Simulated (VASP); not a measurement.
Wanted: the native input for a VASP 6.6.1 run.

```
Task                   : single point
Functional             : LDA
Potentials or basis    : VASP PAW LDA potentials, release 64 (Mg, S)
Cutoff                 : 520 eV
k mesh                 : 8 × 8 × 8
Occupations            : gaussian, width 0.05 eV
Spin                   : no spin polarisation
Dipole correction      : no
Further INCAR settings : ALGO = Normal; EDIFF = 1e-06; NBANDS = 11
```

The structure of MgS lies in POSCAR:

```
MgS
1.0
    0.0000000000      2.7481264454      2.8331200468
    2.7481264454      0.0000000000      2.8331200468
    2.7481264454      2.7481264454      0.0000000000
Mg S
1 1
Direct
    0.0000000000      0.0000000000      0.0000000000
    0.7500000000      0.7500000000      0.7500000000
```

This cell differs from its parent crystal: strain -0.030 along x and y, +0.000 along z.

The input as run:

INCAR

```
ALGO     = Normal         # electronic algorithm
EDIFF    = 1E-6           # SCF threshold, eV
ENCUT    = 520            # plane-wave cutoff, eV
GGA      = CA             # functional
ISIF     = 2              # what is computed and relaxed
ISMEAR   = 0              # smearing method
LASPH    = True           # aspherical terms in the spheres
LCHARG   = False          # write CHGCAR
LREAL    = False          # projectors in reciprocal space
LWAVE    = False          # write WAVECAR
NBANDS   = 11             # bands
NELM     = 80             # most SCF steps
PREC     = Accurate       # precision mode
SIGMA    = 0.05           # smearing width, eV
```

KPOINTS

```
k-points
0
Gamma
  8 8 8
```

Potentials or basis: VASP PAW LDA potentials, release 64 (Mg, S).

Run with:

```console
$ cat potpaw_LDA.64/Mg/POTCAR potpaw_LDA.64/S/POTCAR > POTCAR
$ mpirun -np 1 vasp_std > vasp.out
```

Results of the run:

```
Pressure               : 1.1 GPa
Band gap on the k mesh : 3.46 eV, direct
```

Caveat: the cell differs from its parent crystal (strain -0.030 along x and y, +0.000 along z).

Run time: 33 s on 1 thread of AMD EPYC 7R13, on a shared host, peak memory 0.13 GiB.
